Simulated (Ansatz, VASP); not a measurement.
# NaI in VASP and in Ansatz

```xyz
2
Lattice="0.0000 3.2364 3.2364 3.2364 0.0000 3.2364 3.2364 3.2364 0.0000" Properties=species:S:1:pos:R:3 pbc="T T T"
Na    0.0000    0.0000    0.0000
I     3.2364    3.2364    3.2364
```

Alike in both runs: task single point; functional PBE; k mesh 4 × 4 × 4; no spin polarisation.

```csv
,VASP,Ansatz
version,VASP 6.6.1,Ansatz 0.2.0
potentials or method,"VASP PAW PBE potentials, release 64 (Na_pv, I)","plane waves, PAW"
plane-wave cutoff (eV),500,420
occupations,"gaussian, width 0.01 eV",fixed
valence electrons in the cell,14,26
```

```csv
,VASP,Ansatz,Ansatz less VASP
gap on the k mesh at the Fermi level (eV),3.64,3.64,+0.003
```

VASP's potentials hold 14 valence electrons a cell and Ansatz's 26, so a difference there can come from the potentials and not from the codes.

The k mesh is coarse, so the values compare programs but aren't converged. Spin-orbit coupling is off throughout.
